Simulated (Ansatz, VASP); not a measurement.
## Two plane-wave programs on TiAl

INCAR

```
PREC = Accurate ; ENCUT = 520
EDIFF = 1E-7 ; ISMEAR = 0
SIGMA = 0.15 ; LREAL = F
LASPH = T ; NELM = 60
ALGO = Fast ; ISIF = 2
LWAVE = F ; LCHARG = F
GGA = PS ; NBANDS = 14
```

Contents of KPOINTS:

```
regular mesh
0
Gamma
  18 18 10
```

POSCAR

```
TiAl
1.0
    2.8672622327      0.0000000000      0.0000000000
   -1.4336311163      2.4831219328      0.0000000000
    0.0000000000      0.0000000000      4.6780830000
Ti Al
1 1
Direct
    0.0000000000      0.0000000000      0.0267203468
    0.3333333333      0.6666666667      0.5000000000
```

Input for Ansatz:

```yaml
crystal:
  lattice:
    - [2.8672622327, 0.0, 0.0]
    - [-1.4336311163, 2.4831219328, 0.0]
    - [0.0, 0.0, 4.678083]
  atoms:
    - { symbol: Ti, position: [0.0, 0.0, 0.0267203468] }
    - { symbol: Al, position: [0.3333333333, 0.6666666667, 0.5] }
basis:
  ecutwfc: 420
kpoints:
  mp_grid: { grid: [18, 18, 10] }
hamiltonian:
  xc: pbesol
scf:
  occupations: { method: gaussian, width: 0.15 }
output:
  forces: true
  stress: true
  eigenvalues: true
```

Change from the starting cell: all Ti atoms moved +0.125 Å, as atom 1 along Cartesian [0 0 1].

Alike in both runs: task single point; functional PBEsol; k mesh 18 × 18 × 10; occupations gaussian, width 0.15 eV; no spin polarisation.

```csv
,VASP,Ansatz
version,VASP 6.6.1,Ansatz 0.2.0
potentials or method,"VASP PAW PBE potentials, release 64 (Ti_sv, Al), cutoff 520 eV","scalar-relativistic, plane waves, PAW"
valence electrons in the cell,15,15
```

|  | VASP | Ansatz | Ansatz less VASP |
| --- | --- | --- | --- |
| gap on the k mesh at the Fermi level (eV) | none | none | - |
| pressure (GPa) | -2.1 | -2.1 | +0.02 |
| traceless stress, the component that is largest in VASP (GPa) | -0.35 | -0.42 | -0.063 |
| rms of the force components (eV/Å) | 0.489 | 0.487 | -0.0017 |

VASP's potentials were made for PBE, not for PBEsol. Atom by atom the forces differ by 0.002 eV/Å (rms over components). A gap of «none» marks a metal or a gap that the smearing closes.
